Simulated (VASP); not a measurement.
# Si (P6/mmm) in VASP: single point with r2SCAN

Aim: the single point of Si with r2SCAN.

Program: VASP 6.6.1. These are calculated values, not measurements. Logs are shortened: lines on timing, memory, paths and dates and some standing lists are left out, and cuts for length are marked.

## Step 1: The cell of the first run

It takes space group P6/mmm (No. 191, hexagonal). The conventional cell has a = 4.395 Å, b = 4.395 Å, c = 2.568 Å, α = 90.00°, β = 90.00°, γ = 120.00°. Within 3.4 Å of Si (site symmetry 6/mmm) lie 14 Si at 2.57 to 2.84 Å. Within 3.3 Å of Si (site symmetry -6m2) lie 11 Si at 2.54 to 2.84 Å.

This isn't the form of Si at room conditions, which is diamond.

## Step 2: Single point, r2SCAN

POSCAR reads:

```
Si
1.0
    4.3954666255      0.0000000000      0.0000000000
   -2.1977333128      3.8065857591      0.0000000000
    0.0000000000      0.0000000000      2.5680018932
Si
3
Direct
    0.0000000000      0.0000000000      0.0000000000
    0.3333333333      0.6666666667      0.5000000000
    0.6666666667      0.3333333333      0.5000000000
```

INCAR.step1 reads:

```
PREC = Accurate
ENCUT = 520
ISMEAR = 0
SIGMA = 0.1
LREAL = F
LASPH = T
NELM = 100
NBANDS = 13
GGA = PE
ALGO = Normal
EDIFF = 1E-4
LWAVE = T
LCHARG = F
```

INCAR.step2 reads:

```
PREC = Accurate
ENCUT = 520
EDIFF = 1E-7
ISMEAR = 0
SIGMA = 0.1
LREAL = F
LASPH = T
NELM = 100
ALGO = Normal
ISIF = 2
LWAVE = F
LCHARG = F
METAGGA = R2SCAN
LMIXTAU = T
NBANDS = 13
ISTART = 1
```

KPOINTS reads:

```
regular mesh
0
Gamma
  12 12 18
```

Potentials or basis: VASP PAW PBE potentials, release 64 (Si).

Started as:

```sh
cat potpaw_PBE.64/Si/POTCAR > POTCAR
cp INCAR.step1 INCAR
mpirun -np 1 vasp_std > vasp.out
cp INCAR.step2 INCAR
mpirun -np 1 vasp_std > vasp.out
```

OUTCAR:

```text
PREC = Accurate
   ENCUT = 520
   EDIFF = 1E-7
   ISMEAR = 0
   LREAL = F
   LASPH = T
   NELM = 100
   ISIF = 2
   METAGGA = R2SCAN
   ISTART = 1

 ion  position               nearest neighbor table
   1  0.000  0.000  0.000-   2 2.84   3 2.84   2 2.84   3 2.84   2 2.84   2 2.84   3 2.84   3 2.84
                             3 2.84   3 2.84   2 2.84   2 2.84
   2  0.333  0.667  0.500-   3 2.54   3 2.54   3 2.54   1 2.84   1 2.84   1 2.84   1 2.84   1 2.84
                             1 2.84
   3  0.667  0.333  0.500-   2 2.54   2 2.54   2 2.54   1 2.84   1 2.84   1 2.84   1 2.84   1 2.84
                             1 2.84

  LATTYP: Found a hexagonal cell.
 ALAT       =     4.3954666255
 C/A-ratio  =     0.5842387423

  Lattice vectors:

 A1 = (   4.3954666255,   0.0000000000,   0.0000000000)
 A2 = (  -2.1977333128,   3.8065857591,   0.0000000000)
 A3 = (   0.0000000000,   0.0000000000,   2.5680018932)

Analysis of symmetry for initial positions (statically):
=====================================================================
 Subroutine PRICEL returns:
 Original cell was already a primitive cell.

 Routine SETGRP: Setting up the symmetry group for a
 hexagonal supercell.

 Subroutine GETGRP returns: Found 24 space group operations
 (whereof 24 operations were pure point group operations)
 out of a pool of 24 trial point group operations.

The static configuration has the point symmetry D_6h.

Analysis of symmetry for dynamics (positions and initial velocities):
=====================================================================
 Subroutine PRICEL returns:
 Original cell was already a primitive cell.

 Routine SETGRP: Setting up the symmetry group for a
 hexagonal supercell.

 Subroutine GETGRP returns: Found 24 space group operations
 (whereof 24 operations were pure point group operations)
 out of a pool of 24 trial point group operations.

The dynamic configuration has the point symmetry D_6h.

 Subroutine INISYM returns: Found 24 space group operations
 (whereof 24 operations are pure point group operations),
 and found     1 'primitive' translations

----------------------------------------------------------------------------------------

                                     Primitive cell

  volume of cell :      42.9671

  direct lattice vectors                    reciprocal lattice vectors
     4.395466626  0.000000000  0.000000000     0.227507131  0.131351303  0.000000000
    -2.197733313  3.806585759  0.000000000     0.000000000  0.262702606  0.000000000
     0.000000000  0.000000000  2.568001893     0.000000000  0.000000000  0.389407813

  length of vectors
     4.395466626  4.395466625  2.568001893     0.262702606  0.262702606  0.389407813

  position of ions in fractional coordinates (direct lattice)
     0.000000000  0.000000000  0.000000000
     0.333333333  0.666666667  0.500000000
     0.666666667  0.333333333  0.500000000

  ion indices of the primitive-cell ions
   primitive index   ion index
                 1           1
                 2           2
                 3           3

----------------------------------------------------------------------------------------

 KPOINTS: regular mesh

Automatic generation of k-mesh.
 Grid dimensions read from file:
 generate k-points for:   12   12   18

 Generating k-lattice:

  Cartesian coordinates                     Fractional coordinates (reciprocal lattice)
     0.018958928  0.010945942  0.000000000     0.083333333  0.000000000  0.000000000
     0.000000000  0.021891884  0.000000000     0.000000000  0.083333333  0.000000000
     0.000000000  0.000000000  0.021633767     0.000000000  0.000000000  0.055555556

  Length of vectors
     0.021891884  0.021891884  0.021633767

  Shift w.r.t. Gamma in fractional coordinates (k-lattice)
     0.000000000  0.000000000  0.000000000

 Subroutine IBZKPT returns following result:
 ===========================================

 Found    190 irreducible k-points:

 Following reciprocal coordinates:
            Coordinates               Weight
  0.000000  0.000000  0.000000      1.000000
  0.083333  0.000000  0.000000      6.000000
  0.166667  0.000000  0.000000      6.000000
  0.250000  0.000000  0.000000      6.000000
  0.333333  0.000000  0.000000      6.000000
  0.416667  0.000000  0.000000      6.000000
[... 16 lines left out ...]
  0.250000  0.000000  0.055556     12.000000
  0.333333  0.000000  0.055556     12.000000
 [... further k-points ...]
   k-points           NKPTS =    190   k-points in BZ     NKDIM =    190   number of bands    NBANDS=     13
   number of dos      NEDOS =    301   number of ions     NIONS =      3
   total plane-waves  NPLWV =  25920
   dimension x,y,z NGX =    36 NGY =   36 NGZ =   20
   dimension x,y,z NGXF=    72 NGYF=   72 NGZF=   40
   ions per type =               3
   NGX,Y,Z   is equivalent  to a cutoff of  13.62, 13.62, 12.95 a.u.
   NGXF,Y,Z  is equivalent  to a cutoff of  27.23, 27.23, 25.89 a.u.
 SYSTEM =  unknown system
   PREC   = accura    normal or accurate (medium, high low for compatibility)
   ISTART =      1    job   : 0-new  1-cont  2-samecut
   ICHARG =      0    charge: 1-file 2-atom 10-const
   ISPIN  =      1    spin polarized calculation?
   LNONCOLLINEAR =      F non collinear calculations
   LSORBIT =      F    spin-orbit coupling
   LASPH  =      T    aspherical Exc in radial PAW
   ENCUT  =  520.0 eV  38.22 Ry    6.18 a.u.   8.17  8.17  4.77*2*pi/ulx,y,z
   NELM   =    100;   NELMIN=  2; NELMDL=  0     # of ELM steps
   EDIFF  = 0.1E-06   stopping-criterion for ELM
   LREAL  =      F    real-space projection
   EDIFFG = 0.1E-05   stopping-criterion for IOM
   NSW    =      0    number of steps for IOM
   IBRION =     -1    ionic relax: 0-MD 1-quasi-New 2-CG
   NFREE  =      0    steps in history (QN), initial steepest desc. (CG)
   ISIF   =      2    stress and relaxation
   ISYM   =      2    0-nonsym 1-usesym 2-fastsym
   POTIM  = 0.5000    time-step for ionic-motion
   TEBEG  =    0.0;   TEEND  =   0.0 temperature during run
   PSTRESS=    0.0 pullay stress
   NELECT =      12.0000    total number of electrons
   NUPDOWN=      -1.0000    fix difference up-down
   EMIN   =  10.00;   EMAX   =-10.00  energy-range for DOS
   EFERMI =   0.00;   METHOD = LEGACY
   ISMEAR =     0;   SIGMA  =   0.10  broadening in eV -4-tet -1-fermi 0-gaus
   EFERMI_NEDOS =   21; number of points for ismear=-14 and -15
   IALGO  =     38    algorithm
   IMIX   =      4    mixing-type and parameters
     AMIX     =   0.40;   BMIX     =  1.00
     AMIX_MAG =   1.60;   BMIX_MAG =  1.00
  volume/ion in A,a.u.               =      14.32        96.65
  Fermi-wavevector in a.u.,A,eV,Ry     =   1.070097  2.022191 15.580143  1.145108
  Thomas-Fermi vector in A             =   2.205797
   LORBIT       =      0    0 simple, 1 ext, 2 COOP (PROOUT), +10 PAW based schemes
   METAGGA = R2SCAN    functional components
   LHFCALC =     F    Hartree Fock is set to
   AEXX    =    0.0000 exact exchange contribution
   IVDW    =     0    specifies the selected vdW correction
   LEPSILON=     F    determine dielectric tensor
   LRPA    =     F    only Hartree local field effects (RPA)
 non-spin polarized calculation
 Gauss-broadening in eV      SIGMA  =   0.10
  energy-cutoff  :      520.00
  volume of cell :       42.97
 maximum number of plane-waves:      1176
 NGX is ok and might be reduce to    36
   NGX = 17   NGY = 17   NGZ =  9

 number of electron      12.0000000 magnetization

 Free energy of the ion-electron system (eV)
  ---------------------------------------------------
  ext. energy  EPLUGINS =         0.00000000
  ---------------------------------------------------
  free energy    TOTEN  =       -24.18120594 eV

  energy without entropy =      -24.17559992  energy(sigma->0) =      -24.17840293

 E-fermi :  10.2446     XC(G=0): -12.0067

 val. band max:       10.2210064260   @ k =   0.3333   0.0833   0.2222
 cond. band min:      10.2479667761   @ k =   0.0833   0.0833   0.4444
 fundamental gap:      0.0269603502
 Fermi energy:        10.2445998092

 k-point     1 :       0.0000    0.0000    0.0000
  band No.  band energies     occupation
      1      -5.1319      2.00000
      2       4.8829      2.00000
      3       5.0580      2.00000
      4       5.4326      2.00000
      5       5.4326      2.00000
      6       5.4796      2.00000
      7       5.4796      2.00000
      8      16.3807      0.00000
      9      17.9544      0.00000
     10      22.2532      0.00000
     11      22.2532      0.00000
     12      23.4163      0.00000
     13      23.6008      0.00000

 k-point     2 :       0.0833    0.0000    0.0000
  band No.  band energies     occupation
      1      -5.0579      2.00000
      2       3.6387      2.00000
      3       4.3334      2.00000
      4       4.6812      2.00000
      5       6.0716      2.00000
      6       6.3705      2.00000
      7       7.0681      2.00000
      8      16.4444      0.00000
      9      17.9803      0.00000
     10      21.2208      0.00000
     11      21.5696      0.00000
     12      23.3007      0.00000
     13      23.5195      0.00000

 k-point     3 :       0.1667    0.0000    0.0000
  band No.  band energies     occupation
      1      -4.8357      2.00000
      2       2.1517      2.00000
      3       3.6988      2.00000
      4       4.0469      2.00000
      5       7.1049      2.00000
      6       7.4228      2.00000
      7       8.9297      2.00000
      8      16.6355      0.00000
      9      17.9653      0.00000
     10      19.7194      0.00000
     11      20.0604      0.00000
     12      22.4393      0.00000
     13      23.1422      0.00000
[... 305 lines left out ...]
 k-point    23 :       0.2500    0.0000    0.0556
  band No.  band energies     occupation
      1      -4.3941      2.00000
      2       0.8592      2.00000
      3       3.2691      2.00000
      4       3.6212      2.00000
      5       8.3363      2.00000
      6       8.6780      2.00000
      7      10.9620      0.00000
      8      15.2860      0.00000
      9      17.6145      0.00000
     10      18.3049      0.00000
     11      19.9757      0.00000
     12      20.4077      0.00000
     13      21.8015      0.00000

 k-point    24 :       0.3333    0.0000    0.0556
  band No.  band energies     occupation
      1      -3.8778      2.00000
      2      -0.3687      2.00000
      3       2.9102      2.00000
      4       3.2684      2.00000
      5       9.6222      2.00000
      6       9.9997      1.99947
      7      13.0022      0.00000
      8      15.3733      0.00000
      9      16.2725      0.00000
     10      16.4959      0.00000
     11      19.0741      0.00000
     12      20.4563      0.00000
     13      21.5083      0.00000

 [... further k-points ...]
[... 5 lines left out ...]
  --------------------------------------------------------------------------------------
  -------------------------------------------------------------------------------------
  Total        0.0113782      0.0113782     -0.0020306     -0.0000000      0.0000000     -0.0000000
  in kB        0.4242770      0.4242770     -0.0757169     -0.0000000      0.0000000     -0.0000000
  external PRESSURE =       0.2576124 kB  Pullay stress =       0.0000000 kB

 VOLUME and BASIS-vectors are now :
 -----------------------------------------------------------------------------
  energy-cutoff  :      520.00
  volume of cell :       42.97
      direct lattice vectors                 reciprocal lattice vectors
     4.395466626  0.000000000  0.000000000     0.227507131  0.131351303  0.000000000
    -2.197733313  3.806585759  0.000000000     0.000000000  0.262702606  0.000000000
     0.000000000  0.000000000  2.568001893     0.000000000  0.000000000  0.389407813

 POSITION                                       TOTAL-FORCE (eV/Angst)
 -----------------------------------------------------------------------------------
      0.00000      0.00000      0.00000         0.000000      0.000000      0.000000
     -0.00000      2.53772      1.28400        -0.000000      0.000000      0.000000
      2.19773      1.26886      1.28400         0.000000     -0.000000     -0.000000
 -----------------------------------------------------------------------------------
    total drift:                                0.000000     -0.000000     -0.000000

  FREE ENERGIE OF THE ION-ELECTRON SYSTEM (eV)
  ---------------------------------------------------
  free  energy   TOTEN  =       -24.1812059378 eV

  energy  without entropy=      -24.1755999156  energy(sigma->0) =      -24.17840293
```

It took 3.4 min on 1 thread of AMD EPYC 9R45 (Zen 5), shared host; peak memory 0.19 GiB.

Results:

* Free energy: -24.1812 eV
* Pressure: 0.0 GPa
* Band gap on the k mesh: zero (bands 6 and 7 overlap by 7.26 eV)

Caveat: the PAW data sets were made with another functional, which shifts forces and pressure a little.

The gap in the log of VASP goes by the Fermi energy; the results here count the filled bands.